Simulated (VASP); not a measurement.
A run of VASP 6.6.1:

File INCAR:

```
PREC = Accurate
ENCUT = 600
EDIFF = 1E-6
ISMEAR = -1
SIGMA = 0.01
LREAL = False
LASPH = True
NELM = 120
ALGO = Normal
ISIF = 2
LWAVE = False
LCHARG = False
GGA = PE
NBANDS = 16
GGA_COMPAT = False
```

The input KPOINTS:

```
regular mesh
0
Gamma
  9 9 9
```

Contents of POSCAR:

```
ZrN
1.0
    0.0000000000      2.2379966444      2.2379966444
    2.2379966444      0.0000000000      2.2379966444
    2.2379966444      2.2379966444      0.0000000000
Zr N
1 1
Direct
    0.0000000000      0.0000000000      0.0000000000
    0.5000000000      0.5000000000      0.5000000000
```

Potentials or basis: VASP PAW PBE potentials, release 64 (Zr_sv, N).

Run with:

```console
$ cat potpaw_PBE.64/Zr_sv/POTCAR potpaw_PBE.64/N/POTCAR > POTCAR
$ mpirun -np 1 vasp_std > vasp.out
```

Hardware: 1 thread of Intel Xeon 8259CL (shared host).

Task: How long does it take, and how much memory?

Result: Wall time 35 s on 1 thread of Intel Xeon 8259CL, with other jobs on the host, peak memory 0.16 GiB. Counts: scf iterations 13, k points 35.
